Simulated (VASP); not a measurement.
BaTiO3, 20 atoms in the cell. The typed cell holds 20 atoms: a = 3.972 Å, b = 7.945 Å, c = 8.224 Å, α = 90.00°, β = 90.00°, γ = 90.00°. 

| Quantity | Value |
| --- | --- |
| Program | VASP 6.6.1 |
| Task | single point |
| Functional | r2SCAN |
| Potentials or basis | VASP PAW PBE potentials, release 64 (Ba_sv, Ti_sv, O) |
| Cutoff | 520 eV |
| k mesh | 4 × 2 × 2 |
| Occupations | fermi-dirac, width 0.086 eV |
| Spin | no spin polarisation |
| Dipole correction | no |
| Further INCAR settings | LREAL = Auto; ALGO = Normal; EDIFF = 1e-07; NBANDS = 96 |

Potentials or basis: VASP PAW PBE potentials, release 64 (Ba_sv, Ti_sv, O).

The run is started by

```sh
$ cat potpaw_PBE.64/Ba_sv/POTCAR potpaw_PBE.64/Ti_sv/POTCAR potpaw_PBE.64/O/POTCAR > POTCAR
$ cp INCAR.step1 INCAR
$ mpirun -np 1 vasp_std > vasp.out
$ cp INCAR.step2 INCAR
$ mpirun -np 1 vasp_std > vasp.out
```

Hardware: 1 thread of Intel(R) Xeon(R) 6975P-C (Granite Rapids) (shared host).

Question: How long does it take, and how much memory?

Answer: Wall time 14 min on 1 thread of Intel(R) Xeon(R) 6975P-C (Granite Rapids), with other jobs on the host, peak memory 0.44 GiB. Counts: k points 12.
